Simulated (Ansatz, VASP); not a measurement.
**ZrC in VASP and in Ansatz**

File INCAR:

```
ALGO = Normal ; EDIFF = 1E-6
ENCUT = 600 ; GGA = PE
GGA_COMPAT = F ; ISIF = 2
ISMEAR = 0 ; LASPH = T
LCHARG = F ; LREAL = F
LWAVE = F ; NBANDS = 15
NELM = 120 ; PREC = Accurate
SIGMA = 0.1
```

Contents of KPOINTS:

```
k-points
0
Gamma
  6 6 6
```

The input POSCAR:

```
ZrC
1.0
    0.0000000000      2.3502099500      2.3502099500
    2.3502099500      0.0000000000      2.3502099500
    2.3502099500      2.3502099500      0.0000000000
Zr C
1 1
Direct
    0.5000000000      0.5000000000      0.5000000000
    0.0000000000      0.0000000000      0.0000000000
```

Input for Ansatz:

```yaml
crystal:
  lattice:
    - [0.0, 2.35020995, 2.35020995]
    - [2.35020995, 0.0, 2.35020995]
    - [2.35020995, 2.35020995, 0.0]
  atoms:
    - { symbol: Zr, position: [0.5, 0.5, 0.5] }
    - { symbol: C, position: [0.0, 0.0, 0.0] }
basis:
  ecutwfc: 420
kpoints:
  mp_grid: { grid: [6, 6, 6] }
hamiltonian:
  xc: pbe
scf:
  occupations: { method: gaussian, width: 0.1 }
  lower_state_search: "off"
output:
  forces: true
  stress: true
  eigenvalues: true
```

Alike in both runs: task single point; functional PBE; k mesh 6 × 6 × 6; occupations gaussian, width 0.1 eV; no spin polarisation.

|  | VASP | Ansatz |
| --- | --- | --- |
| version | VASP 6.6.1 | Ansatz 0.2.0 |
| potentials or method | VASP PAW PBE potentials, release 64 (Zr_sv, C), cutoff 600 eV | scalar-relativistic, plane waves, PAW |
| valence electrons in the cell | 16 | 16 |

|  | VASP | Ansatz | Ansatz less VASP |
| --- | --- | --- | --- |
| gap on the k mesh at the Fermi level (eV) | none | none | - |
| pressure (GPa) | 1.5 | 1.3 | -0.18 |

A gap of «none» marks a metal or a gap that the smearing closes. With one functional, cell and mesh, what is left measures potentials, basis and numerics.

The k mesh is coarse, so the values compare programs but aren't converged.
